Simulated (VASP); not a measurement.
YSi11O23 (a cell with a defect), 35 atoms in the cell. The cell holds a defect, 35 atoms: a = 7.454 Å, b = 7.454 Å, c = 10.042 Å, α = 70.32°, β = 70.32°, γ = 71.37°. 

- Program: VASP 6.6.1
- Task: single point
- Functional: r2SCAN
- Potentials or basis: VASP PAW PBE potentials, release 64 (Si, O, Y_sv)
- Cutoff: 580 eV
- k mesh: 1 × 1 × 1, shifted
- Occupations: fermi-dirac, width 0.01 eV
- Spin: collinear spin
- Fixed moment: 1 μB
- Dipole correction: no
- Further INCAR settings: LREAL = Auto; ALGO = Normal; EDIFF = 1e-06; NBANDS = 124

Potentials or basis: VASP PAW PBE potentials, release 64 (Si, O, Y_sv).

Command:

```console
$ cat potpaw_PBE.64/Si/POTCAR potpaw_PBE.64/O/POTCAR potpaw_PBE.64/Y_sv/POTCAR > POTCAR
$ cp INCAR.step1 INCAR
$ mpirun -np 1 vasp_std > vasp.out
$ cp INCAR.step2 INCAR
$ mpirun -np 1 vasp_std > vasp.out
```

Hardware: 1 thread of Intel Xeon 8259CL, with other jobs on the host.

**Question.** How long does it take, and how much memory?

**Answer.** Wall time 28 min on 1 thread of Intel Xeon 8259CL, on a shared host, peak memory 1 GiB. Counts: k points 1.
